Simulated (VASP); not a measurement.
Here is a VASP 6.6.1 calculation.

INCAR

```
PREC     = Accurate       # precision mode
ENCUT    = 520            # plane-wave cutoff, eV
EDIFF    = 1E-6           # SCF threshold, eV
ISMEAR   = 0              # smearing method
SIGMA    = 0.1            # smearing width, eV
LREAL    = False          # projectors in reciprocal space
LASPH    = True           # aspherical terms in the spheres
NELM     = 100            # most SCF steps
ALGO     = Normal         # electronic algorithm
ISIF     = 2              # what is computed and relaxed
LWAVE    = False          # write WAVECAR
LCHARG   = False          # write CHGCAR
GGA      = PE             # functional
NBANDS   = 34             # bands
```

The input KPOINTS:

```
regular mesh
0
Gamma
  8 8 4
```

POSCAR

```
ScBiTe3S
1.0
    5.1868333483      0.0000000000      0.0000000000
    0.0000000000      5.1868333483      0.0000000000
    0.0000000000      0.0000000000      9.9569304658
Sc Bi Te S
1 1 3 1
Direct
    0.0000000000      0.0000000000      0.3457163509
    0.5000000000      0.5000000000      0.2427643938
    0.5000000000      0.0000000000      0.4788627336
    0.0000000000      0.5000000000      0.4788627336
    0.5000000000      0.5000000000      0.9690216377
    0.5000000000      0.5000000000      0.5717646304
```

Potentials or basis: VASP PAW PBE potentials, release 64 (Sc_sv, Bi_d, Te, S).

The run is started by

```bash
$ cat potpaw_PBE.64/Sc_sv/POTCAR potpaw_PBE.64/Bi_d/POTCAR potpaw_PBE.64/Te/POTCAR potpaw_PBE.64/S/POTCAR > POTCAR
$ mpirun -np 1 vasp_std > vasp.out
```

(1) Predict the largest force.

(2) What does it give for the pressure?

Results:

(1) 0.018 eV/Å.

(2) 0.0 GPa.

Caveat: this functional lacks dispersion, which binds the layers, so the pressure and a relaxed spacing across them are unreliable.
